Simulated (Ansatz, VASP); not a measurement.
# MnHg in VASP and in Ansatz

```
CELL_PARAMETERS angstrom
3.31500 0.00000 0.00000
0.00000 3.31500 0.00000
0.00000 0.00000 6.63000
ATOMIC_POSITIONS crystal
Mn 0.50000 0.50000 0.25000
Mn 0.50000 0.50000 0.75000
Hg 0.00000 0.00000 0.00000
Hg 0.00000 0.00000 0.50000
```

Alike in both runs: task single point; functional PBE; k mesh 9 × 9 × 5; occupations fermi-dirac, width 0.1 eV; no spin polarisation.

```csv
,VASP,Ansatz
version,VASP 6.6.1,Ansatz 0.2.0
potentials or method,"VASP PAW PBE potentials, release 64 (Mn_pv, Hg)","PAW with Ansatz's default frozen-core files, scalar-relativistic"
plane-wave cutoff (eV),520,420
valence electrons in the cell,50,70
```

|  | VASP | Ansatz | Ansatz less VASP |
| --- | --- | --- | --- |
| pressure (GPa) | -13.7 | -14.4 | -0.73 |

VASP's potentials hold 50 valence electrons a cell and Ansatz's 70, so a difference there can come from the potentials and not from the codes.

Neither program's run includes spin-orbit coupling.
